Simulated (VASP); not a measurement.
Set up this calculation in VASP 6.6.1, as the native input.

```yaml
Task: single point
Functional: PBEsol
Potentials_or_basis: VASP PAW PBE potentials, release 64 (Cu, Au)
Cutoff: 520 eV
k_mesh: 4 × 7 × 5
Occupations: fermi-dirac, width 0.08 eV
Spin: no spin polarisation
Dipole_correction: no
Further_INCAR_settings: ALGO = Normal; EDIFF = 1e-07; NBANDS = 30
```

The structure of CuAu lies in POSCAR:

```
CuAu
1.0
    5.6214989104      0.0000000000      0.0000000000
    0.0000000000      2.8107494552      0.0000000000
    0.0000000000      0.0000000000      3.6850000000
Cu Au
2 2
Direct
    0.2451854962      0.5111206185      0.4693419267
    0.7621371218      0.4920861934      0.4907164179
   -0.0081467596      0.0074791440      0.0070472185
    0.5053803345     -0.0097116447     -0.0020740841
```

The input as run:

INCAR

```
SYSTEM = CuAu
PREC = Accurate ; ENCUT = 520
EDIFF = 1E-7 ; ISMEAR = -1
SIGMA = 0.08 ; LREAL = .FALSE.
LASPH = .TRUE. ; NELM = 80
ALGO = Normal ; ISIF = 2
LWAVE = .FALSE. ; LCHARG = .FALSE.
GGA = PS ; NBANDS = 30
```

KPOINTS

```
Automatic mesh
0
G
  4 7 5
  0 0 0
```

Potentials or basis: VASP PAW PBE potentials, release 64 (Cu, Au).

Command:

```bash
$ cat potpaw_PBE.64/Cu/POTCAR potpaw_PBE.64/Au/POTCAR > POTCAR
$ mpirun -np 1 vasp_std > vasp.out
```

Results of the run:

```json
{
 "Pressure": "-2.4 GPa",
 "Largest force": "0.961 eV/Å",
 "Band gap on the k mesh": "zero (bands 22 and 23 overlap by 2.39 eV)"
}
```

Caveat: the PAW data sets were made with another functional, which shifts forces and pressure a little; spin-orbit coupling is left out, which moves the levels of the heavy elements.

It took 2.6 min on 1 thread of Intel(R) Xeon(R) Platinum 8259CL CPU @ 2.50GHz (Skylake/Cascade Lake), with other jobs on the host, peak memory 0.25 GiB.
